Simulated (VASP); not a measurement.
# In2Sb (P6_3/mmc) in VASP: notebook

In2Sb is run at these levels: PBEsol; tasks: single point, relaxation of shape and atoms at fixed volume.

All numbers are computed with VASP 6.6.1; they aren't measurements. Logs are shortened: lines on timing, memory, paths and dates and some standing lists are left out, and cuts for length are marked.

**1. The cell of the first run**

The structure is hexagonal, space group P6_3/mmc (No. 194). Conventional cell: a = 5.333 Å, b = 5.333 Å, c = 6.393 Å, α = 90.00°, β = 90.00°, γ = 120.00°. In (site symmetry -6m2) has 5 Sb at 3.08 to 3.20 Å and 6 In at 3.47 Å within 4.1 Å. In (site symmetry -3m) has 8 In at 3.20 to 3.47 Å and 6 Sb at 3.47 Å within 4.2 Å. Sb (site symmetry -6m2) has 11 In at 3.08 to 3.47 Å within 4.1 Å.

**2. Single point, PBEsol**

INCAR reads:

```
  PREC = Accurate
  ENCUT = 520
  EDIFF = 1E-7
  ISMEAR = 0
  SIGMA = 0.15
  LREAL = F
  LASPH = T
  NELM = 80
  ALGO = Fast
  ISIF = 2
  LWAVE = F
  LCHARG = F
  GGA = PS
  NBANDS = 40
```

KPOINTS reads:

```
Automatic mesh
0
Gamma
  6 6 6
```

POSCAR reads:

```
In2Sb
1.0
    5.3333334887      0.0000000000      0.0000000000
   -2.6666667443      4.6188022881      0.0000000000
    0.0000000000      0.0000000000      6.3928489970
In Sb
4 2
Direct
    0.6666666667      0.3333333333      0.2500000000
    0.3333333333      0.6666666667      0.7500000000
    0.0000000000      0.0000000000      0.5000000000
    0.0000000000      0.0000000000      0.0000000000
    0.6666666667      0.3333333333      0.7500000000
    0.3333333333      0.6666666667      0.2500000000
```

Potentials or basis: VASP PAW PBE potentials, release 64 (In_d, Sb).

Command:

```bash
> cat potpaw_PBE.64/In_d/POTCAR potpaw_PBE.64/Sb/POTCAR > POTCAR
> mpirun -np 1 vasp_std > vasp.out
```

OUTCAR:

```text
PREC = Accurate
   ENCUT = 520
   EDIFF = 1E-7
   ISMEAR = 0
   LREAL = F
   LASPH = T
   NELM = 80
   ISIF = 2
   GGA = PS

 ion  position               nearest neighbor table
   1  0.667  0.333  0.250-   6 3.08   6 3.08   6 3.08   5 3.20   5 3.20   3 3.47   4 3.47   3 3.47
                             4 3.47   3 3.47   4 3.47
   2  0.333  0.667  0.750-   5 3.08   5 3.08   5 3.08   6 3.20   6 3.20   3 3.47   4 3.47   4 3.47
                             3 3.47   4 3.47   3 3.47
   3  0.000  0.000  0.500-   4 3.20   4 3.20   1 3.47   5 3.47   6 3.47   2 3.47   1 3.47   5 3.47
                             2 3.47   6 3.47   1 3.47   5 3.47   2 3.47   6 3.47
   4  0.000  0.000  0.000-   3 3.20   3 3.20   1 3.47   5 3.47   6 3.47   2 3.47   1 3.47   5 3.47
                             2 3.47   6 3.47   1 3.47   5 3.47   2 3.47   6 3.47
   5  0.667  0.333  0.750-   2 3.08   2 3.08   2 3.08   1 3.20   1 3.20   3 3.47   4 3.47   3 3.47
                             4 3.47   3 3.47   4 3.47
   6  0.333  0.667  0.250-   1 3.08   1 3.08   1 3.08   2 3.20   2 3.20   3 3.47   4 3.47   4 3.47
                             3 3.47   4 3.47   3 3.47

  LATTYP: Found a hexagonal cell.
 ALAT       =     5.3333334887
 C/A-ratio  =     1.1986591520

  Lattice vectors:

 A1 = (   5.3333334887,   0.0000000000,   0.0000000000)
 A2 = (  -2.6666667443,   4.6188022881,   0.0000000000)
 A3 = (   0.0000000000,   0.0000000000,   6.3928489970)

Analysis of symmetry for initial positions (statically):
=====================================================================
 Subroutine PRICEL returns:
 Original cell was already a primitive cell.

 Routine SETGRP: Setting up the symmetry group for a
 hexagonal supercell.

 Subroutine GETGRP returns: Found 24 space group operations
 (whereof 12 operations were pure point group operations)
 out of a pool of 24 trial point group operations.

The static configuration has the point symmetry D_3d.
 The point group associated with its full space group is D_6h.

Analysis of symmetry for dynamics (positions and initial velocities):
=====================================================================
 Subroutine PRICEL returns:
 Original cell was already a primitive cell.

 Routine SETGRP: Setting up the symmetry group for a
 hexagonal supercell.

 Subroutine GETGRP returns: Found 24 space group operations
 (whereof 12 operations were pure point group operations)
 out of a pool of 24 trial point group operations.

The dynamic configuration has the point symmetry D_3d.
 The point group associated with its full space group is D_6h.

 Subroutine INISYM returns: Found 24 space group operations
 (whereof 12 operations are pure point group operations),
 and found     1 'primitive' translations

----------------------------------------------------------------------------------------

                                     Primitive cell

  volume of cell :     157.4790

  direct lattice vectors                    reciprocal lattice vectors
     5.333333489  0.000000000  0.000000000     0.187499995  0.108253172  0.000000000
    -2.666666744  4.618802288  0.000000000     0.000000000  0.216506345  0.000000000
     0.000000000  0.000000000  6.392848997     0.000000000  0.000000000  0.156424780

  length of vectors
     5.333333489  5.333333489  6.392848997     0.216506345  0.216506345  0.156424780

  position of ions in fractional coordinates (direct lattice)
     0.666666667  0.333333333  0.250000000
     0.333333333  0.666666667  0.750000000
     0.000000000  0.000000000  0.500000000
     0.000000000  0.000000000  0.000000000
     0.666666667  0.333333333  0.750000000
     0.333333333  0.666666667  0.250000000

  ion indices of the primitive-cell ions
   primitive index   ion index
                 1           1
                 2           2
                 3           3
                 4           4
                 5           5
                 6           6

----------------------------------------------------------------------------------------

 KPOINTS: Automatic mesh

Automatic generation of k-mesh.
 Grid dimensions read from file:
 generate k-points for:    6    6    6

 Generating k-lattice:

  Cartesian coordinates                     Fractional coordinates (reciprocal lattice)
     0.031249999  0.018042195  0.000000000     0.166666667 -0.000000000  0.000000000
     0.000000000  0.036084391  0.000000000     0.000000000  0.166666667  0.000000000
     0.000000000  0.000000000  0.026070797     0.000000000  0.000000000  0.166666667

  Length of vectors
     0.036084391  0.036084391  0.026070797

  Shift w.r.t. Gamma in fractional coordinates (k-lattice)
     0.000000000  0.000000000  0.000000000

 Subroutine IBZKPT returns following result:
 ===========================================

 Found     28 irreducible k-points:

 Following reciprocal coordinates:
            Coordinates               Weight
  0.000000  0.000000  0.000000      1.000000
  0.166667  0.000000  0.000000      6.000000
  0.333333  0.000000  0.000000      6.000000
  0.500000  0.000000  0.000000      3.000000
  0.166667  0.166667  0.000000      6.000000
  0.333333  0.166667  0.000000     12.000000
[... 16 lines left out ...]
  0.166667  0.000000  0.500000      6.000000
  0.333333  0.000000  0.500000      6.000000
 [... further k-points ...]
   k-points           NKPTS =     28   k-points in BZ     NKDIM =     28   number of bands    NBANDS=     40
   number of dos      NEDOS =    301   number of ions     NIONS =      6
   total plane-waves  NPLWV =  76800
   dimension x,y,z NGX =    40 NGY =   40 NGZ =   48
   dimension x,y,z NGXF=    80 NGYF=   80 NGZF=   96
   ions per type =               4   2
   NGX,Y,Z   is equivalent  to a cutoff of  12.47, 12.47, 12.48 a.u.
   NGXF,Y,Z  is equivalent  to a cutoff of  24.94, 24.94, 24.96 a.u.
 SYSTEM =  unknown system
   PREC   = accura    normal or accurate (medium, high low for compatibility)
   ISTART =      0    job   : 0-new  1-cont  2-samecut
   ICHARG =      2    charge: 1-file 2-atom 10-const
   ISPIN  =      1    spin polarized calculation?
   LNONCOLLINEAR =      F non collinear calculations
   LSORBIT =      F    spin-orbit coupling
   LASPH  =      T    aspherical Exc in radial PAW
   ENCUT  =  520.0 eV  38.22 Ry    6.18 a.u.   9.92  9.92 11.89*2*pi/ulx,y,z
   NELM   =     80;   NELMIN=  2; NELMDL= -5     # of ELM steps
   EDIFF  = 0.1E-06   stopping-criterion for ELM
   LREAL  =      F    real-space projection
   EDIFFG = 0.1E-05   stopping-criterion for IOM
   NSW    =      0    number of steps for IOM
   IBRION =     -1    ionic relax: 0-MD 1-quasi-New 2-CG
   NFREE  =      0    steps in history (QN), initial steepest desc. (CG)
   ISIF   =      2    stress and relaxation
   ISYM   =      2    0-nonsym 1-usesym 2-fastsym
   POTIM  = 0.5000    time-step for ionic-motion
   TEBEG  =    0.0;   TEEND  =   0.0 temperature during run
   PSTRESS=    0.0 pullay stress
   NELECT =      62.0000    total number of electrons
   NUPDOWN=      -1.0000    fix difference up-down
   EMIN   =  10.00;   EMAX   =-10.00  energy-range for DOS
   EFERMI =   0.00;   METHOD = LEGACY
   ISMEAR =     0;   SIGMA  =   0.15  broadening in eV -4-tet -1-fermi 0-gaus
   EFERMI_NEDOS =   21; number of points for ismear=-14 and -15
   IALGO  =     68    algorithm
   IMIX   =      4    mixing-type and parameters
     AMIX     =   0.40;   BMIX     =  1.00
     AMIX_MAG =   1.60;   BMIX_MAG =  1.00
  volume/ion in A,a.u.               =      26.25       177.12
  Fermi-wavevector in a.u.,A,eV,Ry     =   1.199862  2.267410 19.587875  1.439668
  Thomas-Fermi vector in A             =   2.335713
   LORBIT       =      0    0 simple, 1 ext, 2 COOP (PROOUT), +10 PAW based schemes
   GGA     = PS    functional components
   LHFCALC =     F    Hartree Fock is set to
   AEXX    =    0.0000 exact exchange contribution
   IVDW    =     0    specifies the selected vdW correction
   LEPSILON=     F    determine dielectric tensor
   LRPA    =     F    only Hartree local field effects (RPA)
 non-spin polarized calculation
 RMM-DIIS sequential band-by-band and
 Gauss-broadening in eV      SIGMA  =   0.15
  energy-cutoff  :      520.00
  volume of cell :      157.48
 maximum number of plane-waves:      4278
 NGX is ok and might be reduce to    40
   NGX = 19   NGY = 19   NGZ = 23

 number of electron      62.0000015 magnetization

 Free energy of the ion-electron system (eV)
  ---------------------------------------------------
  ext. energy  EPLUGINS =         0.00000000
  ---------------------------------------------------
  free energy    TOTEN  =       -21.00110227 eV

  energy without entropy =      -20.94874477  energy(sigma->0) =      -20.97492352

 E-fermi :   7.6982     XC(G=0): -10.3905

 val. band max:        7.6895484438   @ k =   0.3333   0.3333   0.1667
 cond. band min:       7.7334471019   @ k =   0.1667   0.0000   0.0000
 fundamental gap:      0.0438986581
 Fermi energy:         7.6981867028

 k-point     1 :       0.0000    0.0000    0.0000
  band No.  band energies     occupation
      1      -6.9860      2.00000
      2      -6.9362      2.00000
      3      -6.9362      2.00000
      4      -6.8651      2.00000
      5      -6.8651      2.00000
      6      -6.8217      2.00000
[... 32 lines left out ...]
     39      10.2569      0.00000
     40      12.2401      0.00000

 k-point     2 :       0.1667    0.0000    0.0000
  band No.  band energies     occupation
      1      -6.9836      2.00000
      2      -6.9416      2.00000
      3      -6.9261      2.00000
      4      -6.8547      2.00000
      5      -6.8452      2.00000
      6      -6.8165      2.00000
[... 32 lines left out ...]
     39      11.6021      0.00000
     40      12.1594      0.00000

 k-point     3 :       0.3333    0.0000    0.0000
  band No.  band energies     occupation
      1      -6.9798      2.00000
      2      -6.9359      2.00000
      3      -6.9079      2.00000
      4      -6.8477      2.00000
      5      -6.8293      2.00000
      6      -6.8088      2.00000
[... 853 lines left out ...]
  band No.  band energies     occupation
      1      -6.8637      2.00000
      2      -6.8637      2.00000
      3      -6.8626      2.00000
      4      -6.8626      2.00000
      5      -6.8157      2.00000
      6      -6.8157      2.00000
[... 32 lines left out ...]
     39      12.2948      0.00000
     40      12.2948      0.00000

 k-point    24 :       0.3333    0.0000    0.5000
  band No.  band energies     occupation
      1      -6.8622      2.00000
      2      -6.8622      2.00000
      3      -6.8600      2.00000
      4      -6.8600      2.00000
      5      -6.7962      2.00000
      6      -6.7962      2.00000
[... 32 lines left out ...]
     39      12.0251      0.00000
     40      12.0251      0.00000

 [... further k-points ...]
[... 5 lines left out ...]
  --------------------------------------------------------------------------------------
  -------------------------------------------------------------------------------------
  Total        0.2171261      0.2171261     -0.0661377      0.0000000      0.0000000      0.0000000
  in kB        2.2090217      2.2090217     -0.6728792      0.0000000      0.0000000      0.0000000
  external PRESSURE =       1.2483881 kB  Pullay stress =       0.0000000 kB

 VOLUME and BASIS-vectors are now :
 -----------------------------------------------------------------------------
  energy-cutoff  :      520.00
  volume of cell :      157.48
      direct lattice vectors                 reciprocal lattice vectors
     5.333333489  0.000000000  0.000000000     0.187499995  0.108253172  0.000000000
    -2.666666744  4.618802288  0.000000000     0.000000000  0.216506345  0.000000000
     0.000000000  0.000000000  6.392848997     0.000000000  0.000000000  0.156424780

 POSITION                                       TOTAL-FORCE (eV/Angst)
 -----------------------------------------------------------------------------------
      2.66667      1.53960      1.59821         0.000000     -0.000000      0.000000
     -0.00000      3.07920      4.79464        -0.000000      0.000000      0.000000
      0.00000      0.00000      3.19642        -0.000000      0.000000     -0.000000
      0.00000      0.00000      0.00000        -0.000000      0.000000     -0.000000
      2.66667      1.53960      4.79464        -0.000000      0.000000     -0.000000
     -0.00000      3.07920      1.59821         0.000000     -0.000000     -0.000000
 -----------------------------------------------------------------------------------
    total drift:                               -0.000000      0.000000     -0.000000

  FREE ENERGIE OF THE ION-ELECTRON SYSTEM (eV)
  ---------------------------------------------------
  free  energy   TOTEN  =       -21.0011022676 eV

  energy  without entropy=      -20.9487447659  energy(sigma->0) =      -20.97492352
```

Wall time 4.6 min (1 thread of Intel Xeon Platinum 8259CL at 2.50GHz (Skylake/Cascade Lake), shared host); peak memory 0.34 GiB.

What came out:

```yaml
Free_energy: -21.0011 eV
Pressure: 0.1 GPa
Band_gap_on_the_k_mesh: zero (band 31 reaches 9.14 eV, above the bottom of band 32 at 6.85 eV)
```

Caveat: the PAW data sets were made with another functional, which shifts forces and pressure a little; spin-orbit coupling is left out, which moves the levels of the heavy elements.

**3. Relaxation of shape and atoms at fixed volume, PBEsol (volume scaled by 0.91)**

INCAR reads:

```
PREC = Accurate ; ENCUT = 600
EDIFF = 1E-7 ; ISMEAR = 0
SIGMA = 0.1 ; LREAL = F
LASPH = T ; NELM = 60
ALGO = Fast ; ISIF = 4
LWAVE = F ; LCHARG = F
GGA = PS ; IBRION = 2
NSW = 50 ; EDIFFG = -0.01
```

KPOINTS reads:

```
regular mesh
0
Gamma
  12 12 6
```

POSCAR: that of step 2 with these lines changed.

```diff
@@ -2,5 +2,5 @@
 1.0
-    5.3333334887      0.0000000000      0.0000000000
-   -2.6666667443      4.6188022881      0.0000000000
-    0.0000000000      0.0000000000      6.3928489970
+    5.1752912656      0.0000000000      0.0000000000
+   -2.5876456328      4.4819337080      0.0000000000
+    0.0000000000      0.0000000000      6.1782250662
 In Sb
```

Potentials or basis: VASP PAW PBE potentials, release 64 (In_d, Sb).

Command:

```bash
> cat potpaw_PBE.64/In_d/POTCAR potpaw_PBE.64/Sb/POTCAR > POTCAR
> mpirun -np 1 vasp_std > vasp.out
```

Run time: 17 min. Hardware: 1 thread of Intel Xeon Platinum 8375C at 2.90GHz (Ice Lake), shared host; peak memory 0.58 GiB.

The run converged. Its results:

* Free energy: -20.8678 eV
* Energy gained by relaxing: 0.0 meV/atom
* Ionic steps: 2
* Pressure after relaxing: 5.9 GPa
* Band gap on the k mesh: zero (band 31 reaches 10.59 eV, above the bottom of band 32 at 7.95 eV)

Final structure:
```
CELL_PARAMETERS angstrom
5.17704 0.00000 0.00000
-2.58852 4.48345 0.00000
0.00000 0.00000 6.17404
ATOMIC_POSITIONS crystal
In 0.66667 0.33333 0.25000
In 0.33333 0.66667 0.75000
In 0.00000 0.00000 0.50000
In 0.00000 0.00000 0.00000
Sb 0.66667 0.33333 0.75000
Sb 0.33333 0.66667 0.25000
```

Levels at points of the mesh, in eV from the Fermi level:
```csv
k point,band 28,band 29,band 30,band 31,band 32,band 33,band 34,band 35
"(0.00, 0.00, 0.00)",-2.28,-2.28,-0.91,-0.86,-0.41,-0.41,0.54,0.61
"(0.50, 0.00, 0.00)",-3.96,-1.73,-1.65,-1.31,1.26,1.86,2.42,3.69
"(0.00, 0.00, 0.50)",-2.23,-2.23,-2.23,-0.99,-0.99,-0.65,-0.65,-0.65
"(0.50, 0.00, 0.50)",-3.70,-0.24,-0.24,0.84,0.84,3.11,3.11,3.35
```

Caveat: the PAW data sets were made with another functional, which shifts forces and pressure a little; spin-orbit coupling is left out, which moves the levels of the heavy elements.
